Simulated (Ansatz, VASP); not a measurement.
# Hf: VASP beside Ansatz

```
Hf
1.0
     3.19773    0.00000    0.00000
    -1.59887    2.76932    0.00000
     0.00000    0.00000    5.04723
Hf
2
Cartesian
  0.0000 1.8462 1.2618
  1.5989 0.9231 3.7854
```

Alike in both runs: functional r2SCAN; k mesh 15 × 15 × 8; occupations gaussian, width 0.1 eV; no spin polarisation.

Ansatz relaxed the structure, and its values are those at the end. VASP's run is a single point on that final structure, the one shown.

```csv
,VASP,Ansatz
version,VASP 6.6.1,Ansatz 0.2.0
potentials or method,"VASP PAW PBE potentials, release 64 (Hf_pv), cutoff 550 eV","scalar-relativistic, plane waves, PAW"
valence electrons in the cell,20,52
```

|  | VASP | Ansatz | Ansatz less VASP |
| --- | --- | --- | --- |
| gap on the k mesh at the Fermi level (eV) | none | none | - |
| pressure (GPa) | -0.6 | 0.0 | +0.58 |

VASP's potentials were made for PBE, not for r2SCAN. A gap of «none» marks a metal or a gap that the smearing closes. VASP's potentials hold 20 valence electrons a cell and Ansatz's 52, so a difference there can come from the potentials and not from the codes.

Spin-orbit coupling is off throughout.
